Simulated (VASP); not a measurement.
Here is a VASP 6.6.1 calculation.

Contents of INCAR:

```
ALGO = Normal
EDIFF = 1E-6
ENCUT = 520
ISIF = 2
ISMEAR = 0
LASPH = T
LCHARG = T
LELF = T
LREAL = F
LVHAR = T
LWAVE = F
NBANDS = 12
NELM = 80
PREC = Accurate
SIGMA = 0.05
```

File KPOINTS:

```
k-points
0
Gamma
  10 10 10
```

The input POSCAR:

```
LiF
1.0
    2.4315563500      0.0000000000      0.0000000000
    0.0000000000      2.4315563500      0.0000000000
    0.0000000000      0.0000000000      2.6875096500
Li F
1 1
Direct
    0.0000000000      0.0000000000      0.0000000000
    0.5000000000      0.5000000000      0.5000000000
```

Potentials or basis: VASP PAW LDA potentials, release 64 (Li_sv, F).

Run with:

```sh
$ cat potpaw_LDA.64/Li_sv/POTCAR potpaw_LDA.64/F/POTCAR > POTCAR
$ mpirun -np 1 vasp_std > vasp.out
```

Task: What does it give for the band gap on the k mesh?

Result: 7.31 eV (least direct gap 7.94 eV).

Caveat: the cell differs from its parent crystal (strain -0.050 along x and y, +0.050 along z). A k mesh can miss the band edges.
